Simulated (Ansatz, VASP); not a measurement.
Given: the input of a run of Ansatz 0.2.0 on GaP.

File input.yaml:

```yaml
crystal:
  lattice:
    - [0.0, 2.72525, 2.72525]
    - [2.72525, 0.0, 2.72525]
    - [2.72525, 2.72525, 0.0]
  atoms:
    - { symbol: Ga, position: [0.0, 0.0, 0.0] }
    - { symbol: P, position: [0.75, 0.75, 0.75] }
kpoints:
  mp_grid: { grid: [6, 6, 6] }
scf:
  occupations: { method: fermi_dirac, width: 0.02 }
hamiltonian:
  xc: pbe
  pseudopotentials: { kind: all_electron, lapw: { basis_error: 0.002 } }
output:
  forces: true
  stress: true
  eigenvalues: true
```

Potentials or basis: all-electron LAPW, scalar-relativistic.

Command:

```console
$ ansatz run input.yaml --threads 1 --pin off --max-ram 3072MiB --backend cpu --events-out ev --progress --plain --runs-dir out
```

Q: Translate it to VASP 6.6.1. Potentials there: VASP PAW PBE potentials, release 64 (Ga_d, P).

A: As run (the cutoff follows the program's own potentials):

Contents of INCAR:

```
PREC = Accurate
ENCUT = 520
EDIFF = 1E-7
ISMEAR = -1
SIGMA = 0.02
LREAL = False
LASPH = True
NELM = 80
ALGO = Normal
ISIF = 2
LWAVE = False
LCHARG = True
GGA = PE
LELF = True
LVHAR = True
NBANDS = 16
```

KPOINTS

```
Automatic mesh
0
Gamma
  6 6 6
```

POSCAR

```
GaP
1.0
    0.0000000000      2.7252500000      2.7252500000
    2.7252500000      0.0000000000      2.7252500000
    2.7252500000      2.7252500000      0.0000000000
Ga P
1 1
Direct
    0.0000000000      0.0000000000      0.0000000000
    0.7500000000      0.7500000000      0.7500000000
```

Potentials or basis: VASP PAW PBE potentials, release 64 (Ga_d, P).

The run is started by

```console
$ cat potpaw_PBE.64/Ga_d/POTCAR potpaw_PBE.64/P/POTCAR > POTCAR
$ mpirun -np 1 vasp_std > vasp.out
```

Both were run:

|  | VASP | Ansatz | Ansatz less VASP |
| --- | --- | --- | --- |
| gap on the k mesh at the Fermi level (eV) | 1.65 | 1.65 | +0.002 |
| least direct gap on the mesh (eV) | 1.83 | 1.83 | +0.004 |
| pressure (GPa) | 2.5 | 2.5 | +0.01 |

Ansatz ran all-electron here, and VASP with PAW potentials.
